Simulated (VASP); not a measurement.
A run of VASP 6.6.1:

The input INCAR:

```
  PREC = Accurate
  ENCUT = 520
  EDIFF = 1E-6
  ISMEAR = 1
  SIGMA = 0.1
  LREAL = F
  LASPH = T
  NELM = 100
  ALGO = Normal
  ISIF = 2
  LWAVE = F
  LCHARG = T
  GGA = CA
  LELF = T
  LVHAR = T
  NBANDS = 16
```

File KPOINTS:

```
Automatic mesh
0
Gamma
  9 9 3
```

POSCAR

```
YMg3
1.0
    3.3079850000      0.0000000000      0.0000000000
   -1.6539925000      2.8647990453      0.0000000000
    0.0000000000      0.0000000000     10.9322850000
Y Mg
1 3
Direct
    0.6666666667      0.3333333333      0.5000000000
    0.6666666667      0.3333333333      0.0000000000
    0.3333333333      0.6666666667      0.2421180000
    0.3333333333      0.6666666667      0.7578820000
```

Potentials or basis: VASP PAW LDA potentials, release 64 (Y_sv, Mg).

Command:

```bash
$ cat potpaw_LDA.64/Y_sv/POTCAR potpaw_LDA.64/Mg/POTCAR > POTCAR
$ mpirun -np 1 vasp_std > vasp.out
```

Hardware: 1 thread of AMD EPYC 7R43 64-Core Processor (Zen 3), with other jobs on the host.

Problem. How long does it take, and how much memory?

Solution. Run time: 86 s on 1 thread of AMD EPYC 7R43 64-Core Processor (Zen 3), with other jobs on the host, peak memory 0.19 GiB. Counts: scf iterations 14, k points 24.
